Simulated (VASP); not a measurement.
Write the native input for VASP 6.6.1 that does the following.

```
Task                   : single point
Functional             : PBEsol
Potentials or basis    : VASP PAW PBE potentials, release 64 (Ta_sv_GW)
Cutoff                 : 500 eV
k mesh                 : 12 × 12 × 16
Occupations            : gaussian, width 0.1 eV
Spin                   : no spin polarisation
Dipole correction      : no
Further INCAR settings : ALGO = Normal; EDIFF = 1e-06; NBANDS = 12; ISYM = 0
```

The structure of Ta lies in POSCAR:

```
Ta
1.0
    2.8394270048      0.0000000000      0.0000000000
    0.0000000000      2.8394270048      0.0000000000
    1.4197135024      1.4197135024      2.1880363409
Ta
1
Direct
    0.0000000000      0.0000000000      0.0000000000
```

These files were run (other wordings do the same):

INCAR

```
PREC = Accurate
ENCUT = 500
EDIFF = 1E-6
ISMEAR = 0
SIGMA = 0.1
LREAL = F
LASPH = T
NELM = 120
ALGO = Normal
ISIF = 2
LWAVE = F
LCHARG = F
GGA = PS
ISYM = 0
NBANDS = 12
GGA_COMPAT = F
```

KPOINTS

```
regular mesh
0
Gamma
  12 12 16
```

Potentials or basis: VASP PAW PBE potentials, release 64 (Ta_sv_GW).

Command:

```console
$ cat potpaw_PBE.64/Ta_sv_GW/POTCAR > POTCAR
$ mpirun -np 1 vasp_std > vasp.out
```

Results of the run:

The pressure is 4.3 GPa and the band gap on the k mesh is zero (an odd number of electrons rules out a gap without spin polarisation).

Caveat: the stress differs along the axes, from 0 to 12 GPa; the PAW data sets were made with another functional, which shifts forces and pressure a little; spin-orbit coupling is left out, which moves the levels of the heavy elements.

It took 4.1 min on 1 thread of AMD EPYC 7R43 64-Core Processor (Zen 3), on a shared host, peak memory 0.33 GiB.
